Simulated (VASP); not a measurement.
Wanted: the native input for a VASP 6.6.1 run.

```yaml
Task: single point
Functional: PBE
Potentials_or_basis: VASP PAW PBE potentials, release 64 (Pb_d, F)
Cutoff: 520 eV
k_mesh: 6 × 6 × 6
Occupations: gaussian, width 0.01 eV
Spin: no spin polarisation
Dipole_correction: no
Further_INCAR_settings: ALGO = Normal; EDIFF = 1e-07; NBANDS = 21
```

The structure of PbF2 lies in POSCAR:

```
PbF2
1.0
    0.0000000000      2.9604388870      2.9604388870
    2.9604388870      0.0000000000      2.9604388870
    2.9604388870      2.9604388870      0.0000000000
Pb F
1 2
Direct
    0.0000000000      0.0000000000      0.0000000000
    0.2500000000      0.2500000000      0.2500000000
    0.7500000000      0.7500000000      0.7500000000
```

The input as run:

INCAR

```
PREC = Accurate
ENCUT = 520
EDIFF = 1E-7
ISMEAR = 0
SIGMA = 0.01
LREAL = F
LASPH = T
NELM = 60
ALGO = Normal
ISIF = 2
LWAVE = F
LCHARG = T
GGA = PE
LELF = T
LVHAR = T
NBANDS = 21
```

KPOINTS

```
regular mesh
0
Gamma
  6 6 6
```

Potentials or basis: VASP PAW PBE potentials, release 64 (Pb_d, F).

The run is started by

```sh
$ cat potpaw_PBE.64/Pb_d/POTCAR potpaw_PBE.64/F/POTCAR > POTCAR
$ mpirun -np 1 vasp_std > vasp.out
```

Results of the run:

```yaml
Pressure: 2.7 GPa
Band_gap_on_the_k_mesh: 4.44 eV, indirect (least direct gap 4.56 eV)
```

Caveat: spin-orbit coupling is left out, which moves the levels of the heavy elements.

It took 8.5 s on 1 thread of Intel(R) Xeon(R) 6975P-C (Granite Rapids) (shared host), peak memory 0.17 GiB.
